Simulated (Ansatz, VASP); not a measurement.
**One calculation of Cd, two programs**

```
Cd
1.0
     2.96160    0.00000    0.00000
    -1.48080    2.56482    0.00000
     0.00000    0.00000    5.79974
Cd
2
Direct
  0.33333 0.66667 0.25000
  0.66667 0.33333 0.75000
```

Alike in both runs: functional r2SCAN; k mesh 18 × 18 × 8; occupations gaussian, width 0.1 eV; no spin polarisation.

Ansatz relaxed the structure, and its values are those at the end. VASP's run is a single point on that final structure, the one shown.

```csv
,VASP,Ansatz
version,VASP 6.6.1,Ansatz 0.2.0
potentials or method,"VASP PAW PBE potentials, release 64 (Cd), cutoff 520 eV","scalar-relativistic, plane waves, PAW"
valence electrons in the cell,24,40
```

```tsv
	VASP	Ansatz	Ansatz less VASP
gap on the k mesh at the Fermi level (eV)	none	none	-
pressure (GPa)	0.4	0.0	-0.35
```

VASP's potentials were made for PBE, not for r2SCAN. A gap of «none» marks a metal or a gap that the smearing closes. VASP's potentials hold 24 valence electrons a cell and Ansatz's 40, so a difference there can come from the potentials and not from the codes.
